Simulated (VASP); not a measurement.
The system is Ti.

```
Ti
1.0
     0.00000    2.05602    2.05602
     2.05602    0.00000    2.05602
     2.05602    2.05602    0.00000
Ti
1
Cartesian
  0.0000 0.0000 0.0000
```

This isn't the form of Ti at room conditions, which is hcp.

| Quantity | Value |
| --- | --- |
| Program | VASP 6.6.1 |
| Task | relaxation of cell and atoms |
| Functional | PBE |
| Dispersion | D3(BJ) |
| Potentials or basis | VASP PAW PBE potentials, release 64 (Ti_sv) |
| Cutoff | 600 eV |
| k mesh | 18 × 18 × 18 |
| Occupations | gaussian, width 0.1 eV |
| Spin | no spin polarisation |

At the start: pressure -6.0 GPa; volume 17.38 Å³/atom.

Task: How do energy, volume and symmetry change on relaxing?

Result: Over 3 steps the energy falls by 19.3 meV/atom and the volume is 16.41 Å³/atom (-5.6 %); space group Fm-3m (No. 225, to 0.1 Å) before and after.

The path:
| step | energy change (eV) | largest force (eV/Å) | pressure (GPa) | volume (Å³) |
| --- | --- | --- | --- | --- |
| 1 | 0.0000 | 0.0000 | -6.05 | 17.38 |
| 2 | -0.0104 | 0.0000 | 4.68 | 15.78 |
| 3 | -0.0193 | 0.0000 | 0.00 | 16.41 |

Final structure:
```xyz
1
Lattice="0.0000 2.0168 2.0168 2.0168 0.0000 2.0168 2.0168 2.0168 0.0000" Properties=species:S:1:pos:R:3 pbc="T T T"
Ti    0.0000    0.0000    0.0000
```
